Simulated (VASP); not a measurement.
# Bi16H6C2S in VASP: single point with PBE+D3(BJ)

Aim: the single point of Bi16H6C2S with PBE+D3(BJ).

All numbers are computed with VASP 6.6.1; they aren't measurements. Logs are shortened: lines on timing, memory, paths and dates and some standing lists are left out, and cuts for length are marked.

## Step 1: The cell of the first run

The cell holds a slab with vacuum, 25 atoms: a = 9.065 Å, b = 9.371 Å, c = 25.824 Å, α = 90.00°, β = 90.00°, γ = 118.92°.

## Step 2: Single point, PBE+D3(BJ)

File INCAR:

```
  PREC = Accurate
  ENCUT = 520
  EDIFF = 1E-6
  ISMEAR = 0
  SIGMA = 0.1
  LREAL = False
  LASPH = True
  NELM = 120
  ALGO = Normal
  ISIF = 2
  LWAVE = False
  LCHARG = False
  LDIPOL = True
  IDIPOL = 3
  DIPOL = 0.5 0.5 0.503
  GGA = PE
  IVDW = 12
  NBANDS = 148
  GGA_COMPAT = False
  NELMDL = -8
  KPAR = 2
  NCORE = 2
```

File KPOINTS:

```
regular mesh
0
Gamma
  3 3 1
```

File POSCAR:

```
Bi16H6C2S
1.0
    9.0651812595      0.0000000000      0.0000000000
   -4.5325906298      8.2023281676      0.0000000000
    0.0000000000      0.0000000000     25.8239415530
Bi C S H
16 2 1 6
Direct
    0.4860765290      0.4721530580      0.3097900444
    0.4860765290      0.9721530580      0.3097900444
    0.9860765290      0.4721530580      0.3097900444
    0.9860765290      0.9721530580      0.3097900444
    0.6666057787      0.3332115575      0.3781080311
    0.6666057787      0.8332115575      0.3781080311
    0.1666057788      0.3332115575      0.3781080311
    0.1666057788      0.8332115575      0.3781080311
    0.8217021794      0.6414963046      0.4650550316
    0.8217381925      0.1419904118      0.4670113976
    0.3203378838      0.6415697601      0.4670305702
    0.3204849233      0.1413055554      0.4677081157
    0.9850163426      0.4748941219      0.5275960965
    0.9853027170      0.9710221260      0.5287852814
    0.4909756500      0.4766202709      0.5271912442
    0.4880008976      0.9731750867      0.5281127853
    0.3254869692      0.1416370564      0.6525546526
    0.1366713301      0.3010849162      0.6480690007
    0.1086880716      0.0982495533      0.6575703622
    0.4026768402      0.2245988579      0.6834725566
    0.3256142522      0.0251694275      0.6565065732
    0.3783177961      0.1945077618      0.6145338954
    0.2115386819      0.3830423807      0.6794995802
    0.0107714303      0.2904694062      0.6478779819
    0.1977043274      0.3514922651      0.6106642242
```

Potentials or basis: VASP PAW PBE potentials, release 64 (Bi_d, C, S, H).

Started as:

```
> cat potpaw_PBE.64/Bi_d/POTCAR potpaw_PBE.64/C/POTCAR potpaw_PBE.64/S/POTCAR potpaw_PBE.64/H/POTCAR > POTCAR
> mpirun -np 4 vasp_std > vasp.out
```

OUTCAR:

```text
PREC = Accurate
   ENCUT = 520
   EDIFF = 1E-6
   ISMEAR = 0
   LREAL = False
   LASPH = True
   NELM = 120
   ISIF = 2
   GGA = PE
   IVDW = 12
   NELMDL = -8
 IVDW          = 12

 ion  position               nearest neighbor table
   1  0.486  0.472  0.310-   7 3.09   5 3.09   6 3.45
   2  0.486  0.972  0.310-   8 3.09   6 3.09   5 3.45
   3  0.986  0.472  0.310-   5 3.09   7 3.09   8 3.45
   4  0.986  0.972  0.310-   6 3.09   8 3.09   7 3.45
   5  0.667  0.333  0.378-   1 3.09   3 3.09   9 3.38   2 3.45  10 3.59  12 3.60
   6  0.667  0.833  0.378-   2 3.09   4 3.09  10 3.42   1 3.45   9 3.56  11 3.59
   7  0.167  0.333  0.378-   1 3.09   3 3.09  11 3.42   4 3.45  10 3.58  12 3.60
   8  0.167  0.833  0.378-   2 3.09   4 3.09  12 3.43   3 3.45   9 3.55  11 3.59
   9  0.822  0.641  0.465-  15 3.08  13 3.08  14 3.16   5 3.38   8 3.55   6 3.56
  10  0.822  0.142  0.467-  16 3.08  14 3.10  13 3.15   6 3.42   7 3.58   5 3.59
  11  0.320  0.642  0.467-  15 3.08  13 3.09  16 3.14   7 3.42   8 3.59   6 3.59
  12  0.320  0.141  0.468-  16 3.09  14 3.09  15 3.15   8 3.43   7 3.60   5 3.60
  13  0.985  0.475  0.528-   9 3.08  11 3.09  10 3.15
  14  0.985  0.971  0.529-  12 3.09  10 3.10   9 3.16
  15  0.491  0.477  0.527-   9 3.08  11 3.08  12 3.15
  16  0.488  0.973  0.528-  10 3.08  12 3.09  11 3.14
  17  0.325  0.142  0.653-  21 1.10  20 1.10  22 1.10  19 1.81
  18  0.137  0.301  0.648-  24 1.10  23 1.10  25 1.10  19 1.81
  19  0.109  0.098  0.658-  18 1.81  17 1.81
  20  0.403  0.225  0.683-  17 1.10
  21  0.326  0.025  0.657-  17 1.10
  22  0.378  0.195  0.615-  17 1.10
  23  0.212  0.383  0.679-  18 1.10
  24  0.011  0.290  0.648-  18 1.10
  25  0.198  0.351  0.611-  18 1.10

  LATTYP: Found a base centered orthorhombic cell.
 ALAT       =     9.0651812595
 B/A-ratio  =     1.8096335711
 C/A-ratio  =     2.8486955543

  Lattice vectors:

 A1 = (   4.5325906298,  -8.2023281676,   0.0000000000)
 A2 = (   4.5325906297,   8.2023281676,   0.0000000000)
 A3 = (   0.0000000000,   0.0000000000,  25.8239415530)

Analysis of symmetry for initial positions (statically):
=====================================================================
 Subroutine PRICEL returns:
 Original cell was already a primitive cell.

 Routine SETGRP: Setting up the symmetry group for a
 base centered orthorhombic supercell.

 Subroutine GETGRP returns: Found  1 space group operations
 (whereof  1 operations were pure point group operations)
 out of a pool of  8 trial point group operations.

The static configuration has the point symmetry C_1 .

Analysis of symmetry for dynamics (positions and initial velocities):
=====================================================================
 Subroutine PRICEL returns:
 Original cell was already a primitive cell.

[... 151 lines left out ...]
   IMIX   =      4    mixing-type and parameters
     AMIX     =   0.40;   BMIX     =  1.00
     AMIX_MAG =   1.60;   BMIX_MAG =  1.00
  volume/ion in A,a.u.               =      76.81       518.31
  Fermi-wavevector in a.u.,A,eV,Ry     =   0.840660  1.588618  9.615371  0.706710
  Thomas-Fermi vector in A             =   1.955078
   LORBIT       =      0    0 simple, 1 ext, 2 COOP (PROOUT), +10 PAW based schemes
   GGA     = PE    functional components
   LHFCALC =     F    Hartree Fock is set to
   AEXX    =    0.0000 exact exchange contribution
   IVDW    =    12    specifies the selected vdW correction
   LEPSILON=     F    determine dielectric tensor
   LRPA    =     F    only Hartree local field effects (RPA)
 non-spin polarized calculation
 Gauss-broadening in eV      SIGMA  =   0.10
  energy-cutoff  :      520.00
  volume of cell :     1920.15
 maximum number of plane-waves:     51791
 NGX is ok and might be reduce to    70
   NGX = 33   NGY = 35   NGZ = 97

 dipolmoment           0.000000      0.000000      0.233800 electrons x Angstroem

 number of electron     260.0000033 magnetization

 dipolmoment           0.000000      0.000000     -0.114274 electrons x Angstroem

 Free energy of the ion-electron system (eV)
  ---------------------------------------------------
  ext. energy  EPLUGINS =         0.00000000
  ---------------------------------------------------
  free energy    TOTEN  =      -104.13984899 eV

  energy without entropy =     -104.13030585  energy(sigma->0) =     -104.13507742

 E-fermi :  -0.8524     XC(G=0):  -3.8287

 val. band max:       -0.9853266368   @ k =   0.3333   0.3333   0.0000
 cond. band min:      -0.7806485822   @ k =   0.0000   0.0000   0.0000
 fundamental gap:      0.2046780546
 Fermi energy:        -0.8524240158

 k-point     1 :       0.0000    0.0000    0.0000
  band No.  band energies     occupation
      1     -23.5009      2.00000
      2     -23.4924      2.00000
      3     -23.4912      2.00000
      4     -23.4817      2.00000
      5     -23.4788      2.00000
      6     -23.4257      2.00000
[... 714 lines left out ...]
    141       1.1298      0.00000
    142       1.2629      0.00000
 [bands above 142 left out]

------------------------ aborting loop because EDIFF is reached ----------------------------------------

 vacuum level on the upper side and lower side of the slab       (xc-potential included)        -0.185         0.118

 Edisp (eV)   -5.28907

 E8    (eV) :    -2.6391

  FORCE on cell =-STRESS in cart. coord.  units (eV):
  Direction    XX          YY          ZZ          XY          YZ          ZX
  --------------------------------------------------------------------------------------
  -------------------------------------------------------------------------------------
  Total     -10.19789   -17.15782    -5.23365    -0.03351    -3.04965     0.00339
  in kB      -8.50912   -14.31649    -4.36696    -0.02796    -2.54463     0.00283
  external pressure =       -9.06 kB  Pullay stress =        0.00 kB

 VOLUME and BASIS-vectors are now :
 -----------------------------------------------------------------------------
  energy-cutoff  :      520.00
  volume of cell :     1920.15
      direct lattice vectors                 reciprocal lattice vectors
     9.065181259  0.000000000  0.000000000     0.110312190  0.060958302  0.000000000
    -4.532590630  8.202328168  0.000000000     0.000000000  0.121916605  0.000000000
     0.000000000  0.000000000 25.823941553     0.000000000  0.000000000  0.038723756

 POSITION                                       TOTAL-FORCE (eV/Angst)
 -----------------------------------------------------------------------------------
      2.26630      3.87275      8.00000        -0.014827      0.444366      0.689881
     -0.00000      7.97392      8.00000        -0.000104      0.421175      0.677216
      6.79889      3.87275      8.00000         0.013098      0.443680      0.693446
      4.53259      7.97392      8.00000         0.000636      0.440342      0.714836
      4.53259      2.73311      9.76424         0.001795     -0.449007     -0.664921
      2.26630      6.83427      9.76424        -0.012595     -0.430791     -0.709099
[... 17 lines left out ...]
     -1.21893      2.38253     16.73076        -0.018499      0.007254     -0.000344
      0.19906      2.88305     15.76976         0.002277      0.002822     -0.005155
 -----------------------------------------------------------------------------------
    total drift:                               -0.000148     -0.000882     -0.001237

  FREE ENERGIE OF THE ION-ELECTRON SYSTEM (eV)
  ---------------------------------------------------
  free  energy   TOTEN  =      -109.4289202770 eV

  energy  without entropy=     -109.4193771379  energy(sigma->0) =     -109.42414871

 vacuum level on the upper side and lower side of the slab         3.081         3.366
```

Wall time 26 min (4 MPI ranks of Intel Xeon Platinum 8488C (Sapphire Rapids), shared host); peak memory 1.3 GiB.

Results:

```
Free energy                : -109.4289 eV
Largest force              : 0.840 eV/Å
Band gap on the k mesh     : 0.20 eV (least direct gap 0.21 eV)
Dispersion energy per atom : -0.212 eV
```

Forces on the atoms (eV/Å):
```
Bi  -0.015  0.444  0.690
Bi   0.000  0.421  0.677
Bi   0.013  0.444  0.693
Bi   0.001  0.440  0.715
Bi   0.002 -0.449 -0.665
Bi  -0.013 -0.431 -0.709
Bi   0.002 -0.448 -0.700
Bi   0.011 -0.425 -0.709
Bi  -0.001  0.000 -0.004
Bi   0.000  0.001 -0.006
Bi   0.000  0.000 -0.005
Bi   0.000  0.002 -0.005
Bi   0.000 -0.001  0.006
Bi   0.000 -0.001  0.005
Bi   0.001  0.000  0.003
Bi   0.000 -0.001  0.007
C   -0.078 -0.021  0.007
C    0.032 -0.079  0.013
S    0.045  0.091 -0.014
H    0.000  0.002  0.003
H    0.012 -0.004 -0.001
H    0.002  0.001 -0.003
H    0.003  0.003  0.006
H   -0.018  0.007  0.000
H    0.002  0.003 -0.005
```

Levels at points of the mesh, in eV from the valence-band top:
```
           k point  band 128  band 129  band 130  band 131  band 132  band 133
(0.00, 0.00, 0.00)     -0.38     -0.08     -0.01      0.20      0.74      0.83
```

Caveat: spin-orbit coupling is left out, which moves the levels of the heavy elements.
